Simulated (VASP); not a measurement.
# CdI2 (P-3m1) in VASP: notebook, part 2 of 2

VASP 6.6.1. Earlier steps stand in the parts before.

## 5. Single point, PBE+D3(BJ)

This run uses another cell than the first one, of 33.35 Å³/atom.

Input file INCAR:

```
SYSTEM = CdI2
PREC     = Accurate       ! precision mode
ENCUT    = 500            ! plane-wave cutoff, eV
EDIFF    = 1E-6           ! SCF threshold, eV
ISMEAR   = -4             ! smearing method
SIGMA    = 0.02           ! smearing width, eV
LREAL    = .FALSE.        ! projectors in reciprocal space
LASPH    = .TRUE.         ! aspherical terms in the spheres
NELM     = 120            ! most SCF steps
ALGO     = Normal         ! electronic algorithm
ISIF     = 2              ! what is computed and relaxed
LWAVE    = .FALSE.        ! write WAVECAR
LCHARG   = .TRUE.         ! write CHGCAR
GGA      = PE             ! functional
IVDW     = 12             ! dispersion correction
LELF     = .TRUE.         ! ELF
LVHAR    = .TRUE.       
NBANDS   = 20             ! bands
GGA_COMPAT= .FALSE.
```

Input file KPOINTS:

```
regular mesh
0
G
  6 6 4
  0 0 0
```

Input file POSCAR:

```
CdI2
1.0
    4.1784078264      0.0000000000      0.0000000000
   -2.0892039132      3.6186073250      0.0000000000
    0.0000000000      0.0000000000      6.6165074141
Cd I
1 2
Direct
    0.0000000000      0.0000000000      0.0000000000
    0.3333333333      0.6666666667      0.2623132376
    0.6666666667      0.3333333333      0.7376867624
```

Potentials or basis: VASP PAW PBE potentials, release 64 (Cd, I).

Run with:

```
$ cat potpaw_PBE.64/Cd/POTCAR potpaw_PBE.64/I/POTCAR > POTCAR
$ mpirun -np 1 vasp_std > vasp.out
```

OUTCAR:

```text
SYSTEM = CdI2
   PREC = Accurate
   ENCUT = 500
   EDIFF = 1E-6
   ISMEAR = -4
   LREAL = .FALSE.
   LASPH = .TRUE.
   NELM = 120
   ISIF = 2
   GGA = PE
   IVDW = 12
 IVDW          = 12

 ion  position               nearest neighbor table
   1  0.000  0.000  0.000-   2 2.97   3 2.97   2 2.97   3 2.97   3 2.97   2 2.97
   2  0.333  0.667  0.262-   1 2.97   1 2.97   1 2.97
   3  0.667  0.333  0.738-   1 2.97   1 2.97   1 2.97

  LATTYP: Found a hexagonal cell.
 ALAT       =     4.1784078264
 C/A-ratio  =     1.5834996700

  Lattice vectors:

[... 742 lines left out ...]
 Edisp (eV)   -1.06981

 E8    (eV) :    -0.4794

  FORCE on cell =-STRESS in cart. coord.  units (eV):
  Direction    XX          YY          ZZ          XY          YZ          ZX
  --------------------------------------------------------------------------------------
  -------------------------------------------------------------------------------------
  Total       0.95652     0.95652     0.87914    -0.00000     0.00000     0.00000
  in kB      15.31881    15.31881    14.07957    -0.00000     0.00000     0.00000
  external pressure =       14.91 kB  Pullay stress =        0.00 kB

 VOLUME and BASIS-vectors are now :
 -----------------------------------------------------------------------------
  energy-cutoff  :      500.00
  volume of cell :      100.04
      direct lattice vectors                 reciprocal lattice vectors
     4.178407826  0.000000000  0.000000000     0.239325610  0.138174705  0.000000000
    -2.089203913  3.618607325  0.000000000     0.000000000  0.276349410  0.000000000
     0.000000000  0.000000000  6.616507414     0.000000000  0.000000000  0.151137139

 POSITION                                       TOTAL-FORCE (eV/Angst)
 -----------------------------------------------------------------------------------
      0.00000      0.00000      0.00000         0.000000      0.000000     -0.000000
     -0.00000      2.41240      1.73560         0.000000      0.000000      0.022697
      2.08920      1.20620      4.88091        -0.000000     -0.000000     -0.022697
 -----------------------------------------------------------------------------------
    total drift:                               -0.000000     -0.000000     -0.000000

  FREE ENERGIE OF THE ION-ELECTRON SYSTEM (eV)
  ---------------------------------------------------
  free  energy   TOTEN  =        -6.4595381708 eV

  energy  without entropy=       -6.4595381708  energy(sigma->0) =       -6.45953817
```

OSZICAR:

```text
N       E                     dE             d eps       ncg     rms          rms(c)
DAV:   1     0.156318133297E+03    0.15632E+03   -0.11513E+04   968   0.109E+03
DAV:   2     0.337468391510E+01   -0.15294E+03   -0.14826E+03  1132   0.245E+02
DAV:   3    -0.557443127350E+01   -0.89491E+01   -0.89201E+01  1172   0.596E+01
DAV:   4    -0.570363078672E+01   -0.12920E+00   -0.12918E+00  1244   0.677E+00
DAV:   5    -0.570527671587E+01   -0.16459E-02   -0.16459E-02  1164   0.724E-01    0.683E+00
DAV:   6    -0.541195551894E+01    0.29332E+00   -0.54891E-01  1056   0.763E+00    0.559E+00
DAV:   7    -0.539014762336E+01    0.21808E-01   -0.19970E-01  1084   0.274E+00    0.211E+00
DAV:   8    -0.538978150110E+01    0.36612E-03   -0.26095E-02  1068   0.175E+00    0.431E-01
DAV:   9    -0.538969310486E+01    0.88396E-04   -0.25699E-03  1144   0.534E-01    0.143E-01
DAV:  10    -0.538971895633E+01   -0.25851E-04   -0.29198E-04  1100   0.172E-01    0.392E-02
DAV:  11    -0.538972643863E+01   -0.74823E-05   -0.27162E-05  1104   0.428E-02    0.194E-02
DAV:  12    -0.538972752779E+01   -0.10892E-05   -0.30235E-06  1040   0.168E-02    0.986E-03
DAV:  13    -0.538972758737E+01   -0.59584E-07   -0.12307E-06   900   0.799E-03
   1 F= -.64595382E+01 E0= -.64595382E+01  d E =0.000000E+00
```

stdout:

```text
POSCAR found type information on POSCAR CdI
 POSCAR found :  2 types and       3 ions
 scaLAPACK will be used
 LDA part: xc-table for (Slater+PW92), standard interpolation
 POSCAR, INCAR and KPOINTS ok, starting setup
 FFT: planning ... GRIDC
 FFT: planning ... GRID_SOFT
 FFT: planning ... GRID
 WAVECAR not read
 entering main loop
```

It took 36 s on 1 thread of Intel Xeon Platinum 8488C (Sapphire Rapids), shared host; peak memory 0.22 GiB.

Results:

```
Free energy                : -6.4595 eV
Pressure                   : 1.5 GPa
Largest force              : 0.023 eV/Å
Band gap on the k mesh     : 2.30 eV (least direct gap 2.57 eV)
Dispersion energy per atom : -0.357 eV
```

Forces on the atoms (eV/Å):
```
Cd   0.000  0.000  0.000
I    0.000  0.000  0.023
I    0.000  0.000 -0.023
```

Caveat: spin-orbit coupling is left out, which moves the levels of the heavy elements. A k mesh can miss the band edges.

## 6. The runs side by side

```tsv
cell	smearing	gap on the mesh (eV)	pressure (GPa)	largest force (eV/Å)
a = 4.104, b = 4.104, c = 6.420 Å, angles 90.0, 90.0, 120.0°, 3 atoms, atomic positions A	gaussian 0.02 eV	2.17	3.7	0.03
a = 4.144, b = 4.144, c = 6.511 Å, angles 90.0, 90.0, 120.0°, 3 atoms, atomic positions B	gaussian 0.02 eV	2.29	2.5	0.02
a = 4.178, b = 4.178, c = 6.617 Å, angles 90.0, 90.0, 120.0°, 3 atoms, atomic positions C	gaussian 0.02 eV	2.30	1.5	0.02
a = 4.178, b = 4.178, c = 6.617 Å, angles 90.0, 90.0, 120.0°, 3 atoms, atomic positions C	tetrahedron	2.30	1.5	0.02
```

Alike in all rows: task single point; level PBE+D3(BJ); potentials or basis VASP PAW PBE potentials, release 64 (Cd, I); no spin polarisation; k mesh 6 × 6 × 4; cutoff (eV) 500.

Caveats: spin-orbit coupling is left out, which moves the levels of the heavy elements; the cell stands under pressure (at least some runs).

Total energies depend on the potentials used, so only differences within one code and one set of settings carry meaning.
